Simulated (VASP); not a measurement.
# SnTe in VASP: notebook

SnTe is run at these levels: HSE06, PBE+D3(BJ); tasks: single point.

Program: VASP 6.6.1. These are calculated values, not measurements. Logs are shortened: lines on timing, memory, paths and dates and some standing lists are left out, and cuts for length are marked.

### 1 The cell of the first run

Symmetry: F-43m, No. 216, cubic system. Conventional cell: a = 7.174 Å, b = 7.174 Å, c = 7.174 Å, α = 90.00°, β = 90.00°, γ = 90.00°. Te (site symmetry -43m) has 4 Sn at 3.11 Å within 4.1 Å. Within 4.1 Å of Sn (site symmetry -43m) lie 4 Te at 3.11 Å.

### 2 Single point, HSE06

The input, POSCAR:

```
SnTe
1.0
    0.0000000000      3.5869093905      3.5869093905
    3.5869093905      0.0000000000      3.5869093905
    3.5869093905      3.5869093905      0.0000000000
Te Sn
1 1
Direct
    0.2500000000      0.2500000000      0.2500000000
    0.0000000000      0.0000000000      0.0000000000
```

The input, INCAR.step1:

```
ALGO     = Normal         # electronic algorithm
EDIFF    = 1E-5           # SCF threshold, eV
ENCUT    = 520            # plane-wave cutoff, eV
GGA      = PE             # functional
ISIF     = 2              # what is computed and relaxed
ISMEAR   = -1             # smearing method
LASPH    = True           # aspherical terms in the spheres
LCHARG   = False          # write CHGCAR
LREAL    = False          # projectors in reciprocal space
LWAVE    = True           # write WAVECAR
NBANDS   = 17             # bands
NELM     = 60             # most SCF steps
PREC     = Accurate       # precision mode
SIGMA    = 0.05           # smearing width, eV
```

The input, INCAR.step2:

```
ALGO     = Normal         # electronic algorithm
EDIFF    = 1E-7           # SCF threshold, eV
ENCUT    = 520            # plane-wave cutoff, eV
GGA      = PE             # functional
HFSCREEN = 0.2079         # screening, 1/A
ISIF     = 2              # what is computed and relaxed
ISMEAR   = -1             # smearing method
ISTART   = 1            
LASPH    = True           # aspherical terms in the spheres
LCHARG   = False          # write CHGCAR
LHFCALC  = True           # exact exchange
LREAL    = False          # projectors in reciprocal space
LWAVE    = False          # write WAVECAR
NBANDS   = 17             # bands
NELM     = 60             # most SCF steps
PREC     = Accurate       # precision mode
PRECFOCK = Normal       
SIGMA    = 0.05           # smearing width, eV
```

The input, KPOINTS:

```
k-points
0
Gamma
  4 4 4
```

Potentials or basis: VASP PAW PBE potentials, release 64 (Te, Sn_d).

Started as:

```sh
> cat potpaw_PBE.64/Te/POTCAR potpaw_PBE.64/Sn_d/POTCAR > POTCAR
> cp INCAR.step1 INCAR
> mpirun -np 1 vasp_std > vasp.out
> cp INCAR.step2 INCAR
> mpirun -np 1 vasp_std > vasp.out
```

OUTCAR:

```text
EDIFF = 1E-7
   ENCUT = 520
   GGA = PE
   HFSCREEN = 0.2079
   ISIF = 2
   ISMEAR = -1
   ISTART = 1
   LASPH = True
   LHFCALC = True
   LREAL = False
   NELM = 60
   PREC = Accurate
   PRECFOCK = Normal

 ion  position               nearest neighbor table
   1  0.250  0.250  0.250-   2 3.11   2 3.11   2 3.11   2 3.11
   2  0.000  0.000  0.000-   1 3.11   1 3.11   1 3.11   1 3.11

  LATTYP: Found a face centered cubic cell.
 ALAT       =     7.1738187810

  Lattice vectors:

 A1 = (   0.0000000000,   3.5869093905,   3.5869093905)
 A2 = (   3.5869093905,   0.0000000000,   3.5869093905)
 A3 = (   3.5869093905,   3.5869093905,   0.0000000000)

Analysis of symmetry for initial positions (statically):
=====================================================================
 Subroutine PRICEL returns:
 Original cell was already a primitive cell.

 Routine SETGRP: Setting up the symmetry group for a
 face centered cubic supercell.

 Subroutine GETGRP returns: Found 24 space group operations
 (whereof 24 operations were pure point group operations)
 out of a pool of 48 trial point group operations.

The static configuration has the point symmetry T_d .

Analysis of symmetry for dynamics (positions and initial velocities):
=====================================================================
 Subroutine PRICEL returns:
 Original cell was already a primitive cell.

 Routine SETGRP: Setting up the symmetry group for a
 face centered cubic supercell.

 Subroutine GETGRP returns: Found 24 space group operations
 (whereof 24 operations were pure point group operations)
 out of a pool of 48 trial point group operations.

The dynamic configuration has the point symmetry T_d .

 Subroutine INISYM returns: Found 24 space group operations
 (whereof 24 operations are pure point group operations),
 and found     1 'primitive' translations

----------------------------------------------------------------------------------------

                                     Primitive cell

  volume of cell :      92.2978

  direct lattice vectors                    reciprocal lattice vectors
     0.000000000  3.586909390  3.586909390    -0.139395771  0.139395771  0.139395771
     3.586909390  0.000000000  3.586909390     0.139395771 -0.139395771  0.139395771
     3.586909390  3.586909390  0.000000000     0.139395771  0.139395771 -0.139395771

  length of vectors
     5.072655907  5.072655907  5.072655907     0.241440558  0.241440558  0.241440558

  position of ions in fractional coordinates (direct lattice)
     0.250000000  0.250000000  0.250000000
     0.000000000  0.000000000  0.000000000

  ion indices of the primitive-cell ions
   primitive index   ion index
                 1           1
                 2           2

----------------------------------------------------------------------------------------

 KPOINTS: k-points

Automatic generation of k-mesh.
 Grid dimensions read from file:
 generate k-points for:    4    4    4

 Generating k-lattice:

  Cartesian coordinates                     Fractional coordinates (reciprocal lattice)
    -0.034848943  0.034848943  0.034848943     0.250000000  0.000000000  0.000000000
     0.034848943 -0.034848943  0.034848943     0.000000000  0.250000000  0.000000000
     0.034848943  0.034848943 -0.034848943     0.000000000  0.000000000  0.250000000

  Length of vectors
     0.060360139  0.060360139  0.060360139

  Shift w.r.t. Gamma in fractional coordinates (k-lattice)
     0.000000000  0.000000000  0.000000000

 Subroutine IBZKPT returns following result:
 ===========================================

 Found      8 irreducible k-points:

 Following reciprocal coordinates:
            Coordinates               Weight
  0.000000  0.000000  0.000000      1.000000
  0.250000  0.000000  0.000000      8.000000
  0.500000  0.000000  0.000000      4.000000
  0.250000  0.250000  0.000000      6.000000
  0.500000  0.250000  0.000000     24.000000
 -0.250000  0.250000  0.000000     12.000000
  0.500000  0.500000  0.000000      3.000000
 -0.250000  0.500000  0.250000      6.000000
   k-points           NKPTS =      8   k-points in BZ     NKDIM =     64   number of bands    NBANDS=     17
   number of dos      NEDOS =    301   number of ions     NIONS =      2
   total plane-waves  NPLWV =  64000
   dimension x,y,z NGX =    40 NGY =   40 NGZ =   40
   dimension x,y,z NGXF=    80 NGYF=   80 NGZF=   80
   ions per type =               1   1
   NGX,Y,Z   is equivalent  to a cutoff of  13.11, 13.11, 13.11 a.u.
   NGXF,Y,Z  is equivalent  to a cutoff of  26.22, 26.22, 26.22 a.u.
 SYSTEM =  unknown system
   PREC   = accura    normal or accurate (medium, high low for compatibility)
   ISTART =      1    job   : 0-new  1-cont  2-samecut
   ICHARG =      0    charge: 1-file 2-atom 10-const
   ISPIN  =      1    spin polarized calculation?
   LNONCOLLINEAR =      F non collinear calculations
   LSORBIT =      F    spin-orbit coupling
   LASPH  =      T    aspherical Exc in radial PAW
   ENCUT  =  520.0 eV  38.22 Ry    6.18 a.u.   9.43  9.43  9.43*2*pi/ulx,y,z
   NELM   =     60;   NELMIN=  2; NELMDL=  0     # of ELM steps
   EDIFF  = 0.1E-06   stopping-criterion for ELM
   LREAL  =      F    real-space projection
   EDIFFG = 0.1E-05   stopping-criterion for IOM
   NSW    =      0    number of steps for IOM
   IBRION =     -1    ionic relax: 0-MD 1-quasi-New 2-CG
   NFREE  =      0    steps in history (QN), initial steepest desc. (CG)
   ISIF   =      2    stress and relaxation
   ISYM   =      3    0-nonsym 1-usesym 2-fastsym
   POTIM  = 0.5000    time-step for ionic-motion
   TEBEG  =    0.0;   TEEND  =   0.0 temperature during run
   PSTRESS=    0.0 pullay stress
   NELECT =      20.0000    total number of electrons
   NUPDOWN=      -1.0000    fix difference up-down
   EMIN   =  10.00;   EMAX   =-10.00  energy-range for DOS
   EFERMI =   0.00;   METHOD = LEGACY
   ISMEAR =    -1;   SIGMA  =   0.05  broadening in eV -4-tet -1-fermi 0-gaus
   EFERMI_NEDOS =   21; number of points for ismear=-14 and -15
   IALGO  =     38    algorithm
   IMIX   =      1    mixing-type and parameters
     AMIX     =   0.40;   BMIX     =  1.00
     AMIX_MAG =   1.60;   BMIX_MAG =  1.00
  volume/ion in A,a.u.               =      46.15       311.43
  Fermi-wavevector in a.u.,A,eV,Ry     =   0.983304  1.858175 13.155290  0.966887
  Thomas-Fermi vector in A             =   2.114452
   LORBIT       =      0    0 simple, 1 ext, 2 COOP (PROOUT), +10 PAW based schemes
   GGA     = PE    functional components
   LHFCALC =     T    Hartree Fock is set to
   PRECFOCK=normal    Normal, Fast or Accurate (Low or Medium for compatibility)
   ENCUT4O =  -1.0   cutoff for four orbital integrals eV
   NKREDX  =     1    reduce k-point grid by
   NKREDY  =     1    reduce k-point grid by
   NKREDZ  =     1    reduce k-point grid by
   AEXX    =    0.2500 exact exchange contribution
   HFSCREEN=    0.2079 screening length (either q_TF or 0.3 A-1)
   HFSCREENC=   0.2079 screening length for correlation (either q_TF or 0.3 A-1)
   ENCUTFOCK=  -1.0 apply spherical cutoff to Coloumb kernel
   IVDW    =     0    specifies the selected vdW correction
   LEPSILON=     F    determine dielectric tensor
   LRPA    =     F    only Hartree local field effects (RPA)
 non-spin polarized calculation
  energy-cutoff  :      520.00
  volume of cell :       92.30
 maximum number of plane-waves:      2502
 NGX is ok and might be reduce to    40
  NGX = 30; NGY = 30; NGZ = 30

 number of electron      20.0000005 magnetization

 Free energy of the ion-electron system (eV)
  ---------------------------------------------------
  ext. energy  EPLUGINS =         0.00000000
  ---------------------------------------------------
  free energy    TOTEN  =        -8.44719608 eV

  energy without entropy =       -8.44457365  energy(sigma->0) =       -8.44588487

 E-fermi :   3.3880     XC(G=0):  -6.3551

 val. band max:        3.2218934745   @ k =  -0.2500   0.5000   0.2500
 cond. band min:       3.5181310514   @ k =   0.5000   0.5000   0.0000
 fundamental gap:      0.2962375769
 Fermi energy:         3.3879898294

 k-point     1 :       0.0000    0.0000    0.0000
  band No.  band energies     occupation
      1     -20.9692      2.00000
      2     -20.9692      2.00000
      3     -20.9692      2.00000
      4     -20.9566      2.00000
      5     -20.9566      2.00000
      6      -9.7136      2.00000
[... 9 lines left out ...]
     16      10.1827      0.00000
     17      11.3523      0.00000

 k-point     2 :       0.2500    0.0000    0.0000
  band No.  band energies     occupation
      1     -20.9696      2.00000
      2     -20.9683      2.00000
      3     -20.9683      2.00000
      4     -20.9567      2.00000
      5     -20.9567      2.00000
      6      -9.4279      2.00000
[... 9 lines left out ...]
     16       9.5521      0.00000
     17      10.8853      0.00000

 k-point     3 :       0.5000    0.0000    0.0000
  band No.  band energies     occupation
      1     -20.9701      2.00000
      2     -20.9674      2.00000
      3     -20.9674      2.00000
      4     -20.9566      2.00000
      5     -20.9566      2.00000
      6      -9.0670      2.00000
[... 9 lines left out ...]
     16      10.7199      0.00000
     17      10.7199      0.00000

 k-point     4 :       0.2500    0.2500    0.0000
  band No.  band energies     occupation
      1     -20.9710      2.00000
      2     -20.9673      2.00000
      3     -20.9673      2.00000
      4     -20.9572      2.00000
      5     -20.9562      2.00000
      6      -9.3257      2.00000
[... 9 lines left out ...]
     16      10.8339      0.00000
     17      12.6783      0.00000

 k-point     5 :       0.5000    0.2500    0.0000
  band No.  band energies     occupation
      1     -20.9712      2.00000
      2     -20.9665      2.00000
      3     -20.9664      2.00000
      4     -20.9572      2.00000
      5     -20.9562      2.00000
      6      -8.9446      2.00000
[... 9 lines left out ...]
     16      10.9738      0.00000
     17      11.8319      0.00000

 k-point     6 :      -0.2500    0.2500    0.0000
  band No.  band energies     occupation
      1     -20.9704      2.00000
      2     -20.9673      2.00000
      3     -20.9670      2.00000
      4     -20.9567      2.00000
      5     -20.9567      2.00000
      6      -9.0794      2.00000
[... 9 lines left out ...]
     16      10.6858      0.00000
     17      11.9102      0.00000

 k-point     7 :       0.5000    0.5000    0.0000
  band No.  band energies     occupation
      1     -20.9726      2.00000
      2     -20.9654      2.00000
      3     -20.9654      2.00000
      4     -20.9578      2.00000
      5     -20.9558      2.00000
      6      -8.8013      2.00000
[... 9 lines left out ...]
     16      12.0229      0.00000
     17      12.0229      0.00000

 k-point     8 :      -0.2500    0.5000    0.2500
  band No.  band energies     occupation
      1     -20.9714      2.00000
      2     -20.9667      2.00000
      3     -20.9655      2.00000
      4     -20.9573      2.00000
      5     -20.9563      2.00000
      6      -8.7970      2.00000
[... 9 lines left out ...]
     16      11.7204      0.00000
     17      11.7389      0.00000

------------------------ aborting loop because EDIFF is reached ----------------------------------------

  FORCE on cell =-STRESS in cart. coord.  units (eV):
  Direction    XX          YY          ZZ          XY          YZ          ZX
  --------------------------------------------------------------------------------------
  -------------------------------------------------------------------------------------
  Total       -0.1499226     -0.1499226     -0.1499226      0.0000000      0.0000000      0.0000000
  in kB       -2.6024742     -2.6024742     -2.6024742      0.0000000      0.0000000      0.0000000
  external PRESSURE =      -2.6024742 kB  Pullay stress =       0.0000000 kB

 VOLUME and BASIS-vectors are now :
 -----------------------------------------------------------------------------
  energy-cutoff  :      520.00
  volume of cell :       92.30
      direct lattice vectors                 reciprocal lattice vectors
     0.000000000  3.586909390  3.586909390    -0.139395771  0.139395771  0.139395771
     3.586909390  0.000000000  3.586909390     0.139395771 -0.139395771  0.139395771
     3.586909390  3.586909390  0.000000000     0.139395771  0.139395771 -0.139395771

 POSITION                                       TOTAL-FORCE (eV/Angst)
 -----------------------------------------------------------------------------------
      1.79345      1.79345      1.79345         0.000000      0.000000      0.000000
      0.00000      0.00000      0.00000        -0.000000     -0.000000     -0.000000
 -----------------------------------------------------------------------------------
    total drift:                                0.000000     -0.000001     -0.000001

  FREE ENERGIE OF THE ION-ELECTRON SYSTEM (eV)
  ---------------------------------------------------
  free  energy   TOTEN  =        -8.4471960825 eV

  energy  without entropy=       -8.4445736513  energy(sigma->0) =       -8.44588487
```

Run time: 39 min. Hardware: 1 thread of Intel Xeon Platinum 8375C at 2.90GHz (Ice Lake), shared host; peak memory 0.34 GiB.

What came out:

- Free energy: -8.4472 eV
- Pressure: -0.3 GPa
- Band gap on the k mesh: 0.30 eV (least direct gap 1.12 eV)

Levels at points of the mesh, in eV from the valence-band top:
```
           k point  band 6  band 7  band 8  band 9  band 10  band 11  band 12  band 13  band 14  band 15
(0.00, 0.00, 0.00)  -12.94   -5.61   -2.36   -2.36    -2.36     1.30     1.30     1.30     4.46     6.96
(0.50, 0.00, 0.00)  -12.29   -7.87   -2.96   -2.96    -2.30     2.17     2.17     3.97     6.05     6.89
(0.50, 0.50, 0.00)  -12.02   -8.29   -3.70   -3.70    -0.82     0.30     4.55     4.55     5.91     6.96
```

Caveat: the PAW data sets were made with another functional, which shifts forces and pressure a little; spin-orbit coupling is left out, which moves the levels of the heavy elements. A k mesh can miss the band edges.

[end of part 1 of 2]
